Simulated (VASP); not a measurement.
# P in VASP: notebook

The runs below take P through single point, with r2SCAN.

Program: VASP 6.6.1. These are calculated values, not measurements. Logs are shortened: lines on timing, memory, paths and dates and some standing lists are left out, and cuts for length are marked.

### Step 1. The cell of the first run

The cell holds a slab with vacuum, 4 atoms: a = 3.185 Å, b = 33.811 Å, c = 4.493 Å, α = 90.00°, β = 90.00°, γ = 90.00°.

### Step 2. Single point, r2SCAN (strain -0.030 along x and y, -0.030 along z)

POSCAR

```
P
1.0
    3.1852158884      0.0000000000      0.0000000000
    0.0000000000     33.8113200603      0.0000000000
    0.0000000000      0.0000000000      4.4931221687
P
4
Direct
    0.0000000000      0.9702614300      0.5921507200
    0.0000000000      0.0297385700      0.4078492800
    0.5000000000      0.0297385700      0.0921507200
    0.5000000000      0.9702614300      0.9078492800
```

INCAR.step1

```
SYSTEM = P
  ALGO = Normal
  EDIFF = 1E-4
  ENCUT = 520
  GGA = PE
  ISMEAR = 0
  LASPH = .True.
  LCHARG = .False.
  LREAL = .False.
  LWAVE = .True.
  NBANDS = 18
  NELM = 60
  PREC = Accurate
  SIGMA = 0.05
```

INCAR.step2

```
SYSTEM = P
  ALGO = Normal
  EDIFF = 1E-7
  ENCUT = 520
  ISIF = 2
  ISMEAR = 0
  ISTART = 1
  LASPH = .True.
  LCHARG = .False.
  LMIXTAU = .True.
  LREAL = .False.
  LWAVE = .False.
  METAGGA = R2SCAN
  NBANDS = 18
  NELM = 60
  PREC = Accurate
  SIGMA = 0.05
```

KPOINTS

```
k-points
0
Gamma
  8 1 6
  0 0 0
```

Potentials or basis: VASP PAW PBE potentials, release 64 (P).

Launch:

```
$ cat potpaw_PBE.64/P/POTCAR > POTCAR
$ cp INCAR.step1 INCAR
$ mpirun -np 1 vasp_std > vasp.out
$ cp INCAR.step2 INCAR
$ mpirun -np 1 vasp_std > vasp.out
```

OUTCAR:

```text
SYSTEM = P
   EDIFF = 1E-7
   ENCUT = 520
   ISIF = 2
   ISMEAR = 0
   ISTART = 1
   LASPH = .True.
   LREAL = .False.
   METAGGA = R2SCAN
   NELM = 60
   PREC = Accurate

 ion  position               nearest neighbor table
   1  0.000  0.970  0.592-   4 2.13   4 2.13   2 2.17
   2  0.000  0.030  0.408-   3 2.13   3 2.13   1 2.17
   3  0.500  0.030  0.092-   2 2.13   2 2.13   4 2.17
   4  0.500  0.970  0.908-   1 2.13   1 2.13   3 2.17

  LATTYP: Found a simple orthorhombic cell.
 ALAT       =     3.1852158884
 B/A-ratio  =     1.4106177811
 C/A-ratio  =    10.6150795566

  Lattice vectors:

 A1 = (  -3.1852158884,   0.0000000000,   0.0000000000)
 A2 = (   0.0000000000,   0.0000000000,   4.4931221687)
 A3 = (   0.0000000000,  33.8113200603,   0.0000000000)

Analysis of symmetry for initial positions (statically):
=====================================================================
 Subroutine PRICEL returns:
 Original cell was already a primitive cell.

 Routine SETGRP: Setting up the symmetry group for a
 simple orthorhombic supercell.

 Subroutine GETGRP returns: Found  8 space group operations
 (whereof  4 operations were pure point group operations)
 out of a pool of  8 trial point group operations.

The static configuration has the point symmetry C_2h.
 The point group associated with its full space group is D_2h.

Analysis of symmetry for dynamics (positions and initial velocities):
=====================================================================
 Subroutine PRICEL returns:
 Original cell was already a primitive cell.

 Routine SETGRP: Setting up the symmetry group for a
 simple orthorhombic supercell.

 Subroutine GETGRP returns: Found  8 space group operations
 (whereof  4 operations were pure point group operations)
 out of a pool of  8 trial point group operations.

The dynamic configuration has the point symmetry C_2h.
 The point group associated with its full space group is D_2h.

 Subroutine INISYM returns: Found  8 space group operations
 (whereof  4 operations are pure point group operations),
 and found     1 'primitive' translations

----------------------------------------------------------------------------------------

                                     Primitive cell

  volume of cell :     483.8929

  direct lattice vectors                    reciprocal lattice vectors
     3.185215888  0.000000000  0.000000000     0.313950462  0.000000000  0.000000000
     0.000000000 33.811320060  0.000000000     0.000000000  0.029575893  0.000000000
     0.000000000  0.000000000  4.493122169     0.000000000  0.000000000  0.222562388

  length of vectors
     3.185215888 33.811320060  4.493122169     0.313950462  0.029575893  0.222562388

  position of ions in fractional coordinates (direct lattice)
     0.000000000  0.970261430  0.592150720
     0.000000000  0.029738570  0.407849280
     0.500000000  0.029738570  0.092150720
     0.500000000  0.970261430  0.907849280

  ion indices of the primitive-cell ions
   primitive index   ion index
                 1           1
                 2           2
                 3           3
                 4           4

----------------------------------------------------------------------------------------

 KPOINTS: k-points

Automatic generation of k-mesh.
 Grid dimensions read from file:
 generate k-points for:    8    1    6

 Generating k-lattice:

  Cartesian coordinates                     Fractional coordinates (reciprocal lattice)
     0.039243808  0.000000000  0.000000000     0.125000000  0.000000000  0.000000000
     0.000000000  0.029575893  0.000000000     0.000000000  1.000000000  0.000000000
     0.000000000  0.000000000  0.037093731     0.000000000  0.000000000  0.166666667

  Length of vectors
     0.039243808  0.029575893  0.037093731

  Shift w.r.t. Gamma in fractional coordinates (k-lattice)
     0.000000000  0.000000000  0.000000000

 Subroutine IBZKPT returns following result:
 ===========================================

 Found     20 irreducible k-points:

 Following reciprocal coordinates:
            Coordinates               Weight
  0.000000  0.000000  0.000000      1.000000
  0.125000  0.000000  0.000000      2.000000
  0.250000  0.000000  0.000000      2.000000
  0.375000  0.000000  0.000000      2.000000
  0.500000  0.000000  0.000000      1.000000
  0.000000  0.000000  0.166667      2.000000
[... 12 lines left out ...]
  0.375000  0.000000  0.500000      2.000000
  0.500000  0.000000  0.500000      1.000000
   k-points           NKPTS =     20   k-points in BZ     NKDIM =     20   number of bands    NBANDS=     18
   number of dos      NEDOS =    301   number of ions     NIONS =      4
   total plane-waves  NPLWV = 217728
   dimension x,y,z NGX =    24 NGY =  252 NGZ =   36
   dimension x,y,z NGXF=    48 NGYF=  504 NGZF=   72
   ions per type =               4
   NGX,Y,Z   is equivalent  to a cutoff of  12.53, 12.39, 13.32 a.u.
   NGXF,Y,Z  is equivalent  to a cutoff of  25.05, 24.78, 26.64 a.u.
 SYSTEM =  P
   PREC   = accura    normal or accurate (medium, high low for compatibility)
   ISTART =      1    job   : 0-new  1-cont  2-samecut
   ICHARG =      0    charge: 1-file 2-atom 10-const
   ISPIN  =      1    spin polarized calculation?
   LNONCOLLINEAR =      F non collinear calculations
   LSORBIT =      F    spin-orbit coupling
   LASPH  =      T    aspherical Exc in radial PAW
   ENCUT  =  520.0 eV  38.22 Ry    6.18 a.u.   5.92 62.87  8.35*2*pi/ulx,y,z
   NELM   =     60;   NELMIN=  2; NELMDL=  0     # of ELM steps
   EDIFF  = 0.1E-06   stopping-criterion for ELM
   LREAL  =      F    real-space projection
   EDIFFG = 0.1E-05   stopping-criterion for IOM
   NSW    =      0    number of steps for IOM
   IBRION =     -1    ionic relax: 0-MD 1-quasi-New 2-CG
   NFREE  =      0    steps in history (QN), initial steepest desc. (CG)
   ISIF   =      2    stress and relaxation
   ISYM   =      2    0-nonsym 1-usesym 2-fastsym
   POTIM  = 0.5000    time-step for ionic-motion
   TEBEG  =    0.0;   TEEND  =   0.0 temperature during run
   PSTRESS=    0.0 pullay stress
   NELECT =      20.0000    total number of electrons
   NUPDOWN=      -1.0000    fix difference up-down
   EMIN   =  10.00;   EMAX   =-10.00  energy-range for DOS
   EFERMI =   0.00;   METHOD = LEGACY
   ISMEAR =     0;   SIGMA  =   0.05  broadening in eV -4-tet -1-fermi 0-gaus
   EFERMI_NEDOS =   21; number of points for ismear=-14 and -15
   IALGO  =     38    algorithm
   IMIX   =      4    mixing-type and parameters
     AMIX     =   0.40;   BMIX     =  1.00
     AMIX_MAG =   1.60;   BMIX_MAG =  1.00
  volume/ion in A,a.u.               =     120.97       816.37
  Fermi-wavevector in a.u.,A,eV,Ry     =   0.566024  1.069631  4.359082  0.320384
  Thomas-Fermi vector in A             =   1.604248
   LORBIT       =      0    0 simple, 1 ext, 2 COOP (PROOUT), +10 PAW based schemes
   METAGGA = R2SCAN    functional components
   LHFCALC =     F    Hartree Fock is set to
   AEXX    =    0.0000 exact exchange contribution
   IVDW    =     0    specifies the selected vdW correction
   LEPSILON=     F    determine dielectric tensor
   LRPA    =     F    only Hartree local field effects (RPA)
 non-spin polarized calculation
 Gauss-broadening in eV      SIGMA  =   0.05
  energy-cutoff  :      520.00
  volume of cell :      483.89
 maximum number of plane-waves:     13106
 NGX is ok and might be reduce to    24
   NGX = 11   NGY =125   NGZ = 17

 number of electron      19.9999997 magnetization

 Free energy of the ion-electron system (eV)
  ---------------------------------------------------
  ext. energy  EPLUGINS =         0.00000000
  ---------------------------------------------------
  free energy    TOTEN  =       -35.61367606 eV

  energy without entropy =      -35.61367606  energy(sigma->0) =      -35.61367606

 E-fermi :  -3.1246     XC(G=0):  -1.8112

 val. band max:       -3.3591270527   @ k =   0.1250   0.0000   0.0000
 cond. band min:      -2.3161518136   @ k =   0.0000   0.0000   0.0000
 fundamental gap:      1.0429752391
 Fermi energy:        -3.1246256100

 k-point     1 :       0.0000    0.0000    0.0000
  band No.  band energies     occupation
      1     -20.0775      2.00000
      2     -17.1904      2.00000
      3     -13.3729      2.00000
      4      -9.9487      2.00000
      5      -8.6808      2.00000
      6      -7.9670      2.00000
[... 10 lines left out ...]
     17       1.8504      0.00000
     18       1.9956      0.00000

 k-point     2 :       0.1250    0.0000    0.0000
  band No.  band energies     occupation
      1     -19.8644      2.00000
      2     -16.9691      2.00000
      3     -13.4368      2.00000
      4      -9.7922      2.00000
      5      -8.4922      2.00000
      6      -8.3925      2.00000
[... 10 lines left out ...]
     17       2.0817      0.00000
     18       2.2080      0.00000

 k-point     3 :       0.2500    0.0000    0.0000
  band No.  band energies     occupation
      1     -19.2313      2.00000
      2     -16.3081      2.00000
      3     -13.9497      2.00000
      4      -9.7072      2.00000
      5      -9.6462      2.00000
      6      -9.3759      2.00000
[... 10 lines left out ...]
     17       2.5317      0.00000
     18       2.7717      0.00000

 k-point     4 :       0.3750    0.0000    0.0000
  band No.  band energies     occupation
      1     -18.2000      2.00000
      2     -15.2602      2.00000
      3     -15.2162      2.00000
      4     -11.8347      2.00000
      5      -9.7148      2.00000
      6      -8.9659      2.00000
[... 291 lines left out ...]
      4     -12.4121      2.00000
      5      -9.6344      2.00000
      6      -9.6344      2.00000
[... 10 lines left out ...]
     17       4.0230      0.00000
     18       4.0230      0.00000

 k-point    19 :       0.3750    0.0000    0.5000
  band No.  band energies     occupation
      1     -17.0766      2.00000
      2     -17.0766      2.00000
      3     -13.3642      2.00000
      4     -13.3642      2.00000
      5      -9.8251      2.00000
      6      -9.8251      2.00000
[... 10 lines left out ...]
     17       3.9616      0.00000
     18       3.9616      0.00000

 k-point    20 :       0.5000    0.0000    0.5000
  band No.  band energies     occupation
      1     -16.3738      2.00000
      2     -16.3738      2.00000
      3     -14.2742      2.00000
      4     -14.2742      2.00000
      5      -9.1205      2.00000
      6      -9.1205      2.00000
[... 10 lines left out ...]
     17       3.6409      0.00000
     18       3.6409      0.00000

------------------------ aborting loop because EDIFF is reached ----------------------------------------

  FORCE on cell =-STRESS in cart. coord.  units (eV):
  Direction    XX          YY          ZZ          XY          YZ          ZX
  --------------------------------------------------------------------------------------
  -------------------------------------------------------------------------------------
  Total        5.2428254      2.7921509      3.8898015      0.0000000      0.0000000      0.0000000
  in kB       17.3590818      9.2448578     12.8791972      0.0000000      0.0000000      0.0000000
  external PRESSURE =      13.1610456 kB  Pullay stress =       0.0000000 kB

 VOLUME and BASIS-vectors are now :
 -----------------------------------------------------------------------------
  energy-cutoff  :      520.00
  volume of cell :      483.89
      direct lattice vectors                 reciprocal lattice vectors
     3.185215888  0.000000000  0.000000000     0.313950462  0.000000000  0.000000000
     0.000000000 33.811320060  0.000000000     0.000000000  0.029575893  0.000000000
     0.000000000  0.000000000  4.493122169     0.000000000  0.000000000  0.222562388

 POSITION                                       TOTAL-FORCE (eV/Angst)
 -----------------------------------------------------------------------------------
      0.00000     32.80582      2.66061         0.000000     -0.699596     -0.544684
      0.00000      1.00550      1.83252        -0.000000      0.699596      0.544684
      1.59261      1.00550      0.41404         0.000000      0.699596     -0.544684
      1.59261     32.80582      4.07908         0.000000     -0.699596      0.544684
 -----------------------------------------------------------------------------------
    total drift:                               -0.000000     -0.000000     -0.000000

  FREE ENERGIE OF THE ION-ELECTRON SYSTEM (eV)
  ---------------------------------------------------
  free  energy   TOTEN  =       -35.6136760599 eV

  energy  without entropy=      -35.6136760599  energy(sigma->0) =      -35.61367606
```

Run time: 11 min. Hardware: 1 thread of Intel Xeon 6975P-C (Granite Rapids), shared host; peak memory 0.58 GiB.

Results:

- Free energy: -35.6137 eV
- Largest force: 0.887 eV/Å
- Band gap on the k mesh: 1.04 eV (least direct gap 1.08 eV)

Forces in eV/Å, atoms in the order of the input:
```
P    0.000 -0.700 -0.545
P    0.000  0.700  0.545
P    0.000  0.700 -0.545
P    0.000 -0.700  0.545
```

Caveat: the cell differs from its parent crystal (strain -0.030 along x and y, -0.030 along z); there is no dipole correction, which matters where the two faces differ; the PAW data sets were made with another functional, which shifts forces and pressure a little.

### Step 3. Single point, r2SCAN (strain -0.030 along x and y, -0.015 along z)

Changes to POSCAR since step 2:

```diff
@@ -4,3 +4,3 @@
     0.0000000000     33.8113200603      0.0000000000
-    0.0000000000      0.0000000000      4.4931221687
+    0.0000000000      0.0000000000      4.5626034394
 P
```

INCAR.step1

```
SYSTEM = P
PREC = Accurate ; ENCUT = 520
ISMEAR = 0 ; SIGMA = 0.05
LREAL = .False. ; LASPH = .True.
NELM = 100 ; NBANDS = 18
GGA = PE ; ALGO = Normal
EDIFF = 1E-4 ; LWAVE = .True.
LCHARG = .False.
```

INCAR.step2

```
SYSTEM = P
PREC = Accurate ; ENCUT = 520
EDIFF = 1E-6 ; ISMEAR = 0
SIGMA = 0.05 ; LREAL = .False.
LASPH = .True. ; NELM = 100
ALGO = Normal ; ISIF = 2
LWAVE = .False. ; LCHARG = .False.
METAGGA = R2SCAN ; LMIXTAU = .True.
NBANDS = 18 ; ISTART = 1
```

KPOINTS

```
Automatic mesh
0
Gamma
  8 1 6
  0 0 0
```

Potentials or basis: VASP PAW PBE potentials, release 64 (P).

Launch:

```
$ cat potpaw_PBE.64/P/POTCAR > POTCAR
$ cp INCAR.step1 INCAR
$ mpirun -np 1 vasp_std > vasp.out
$ cp INCAR.step2 INCAR
$ mpirun -np 1 vasp_std > vasp.out
```

Wall time 9.5 min (1 thread of Intel Xeon 6975P-C (Granite Rapids), shared host); peak memory 0.6 GiB.

It converged, with:

```
Free energy            : -35.6642 eV
Largest force          : 0.704 eV/Å
Band gap on the k mesh : 1.15 eV (least direct gap 1.17 eV)
```

Forces in eV/Å, atoms in the order of the input:
```
P    0.000 -0.646 -0.281
P    0.000  0.646  0.281
P    0.000  0.646 -0.281
P    0.000 -0.646  0.281
```

Levels at points of the mesh, in eV from the valence-band top:
```csv
k point,band 8,band 9,band 10,band 11,band 12,band 13
"(0.00, 0.00, 0.00)",-1.90,-1.86,-0.02,1.15,1.99,3.36
"(0.50, 0.00, 0.00)",-3.03,-2.11,-2.11,1.45,1.45,2.48
"(0.00, 0.00, 0.50)",-2.83,-1.59,-1.59,2.72,2.72,4.28
"(0.50, 0.00, 0.50)",-4.87,-1.11,-1.11,2.71,2.71,4.04
```

Caveat: the cell differs from its parent crystal (strain -0.030 along x and y, -0.015 along z); there is no dipole correction, which matters where the two faces differ; the PAW data sets were made with another functional, which shifts forces and pressure a little.

[end of part 1 of 2]
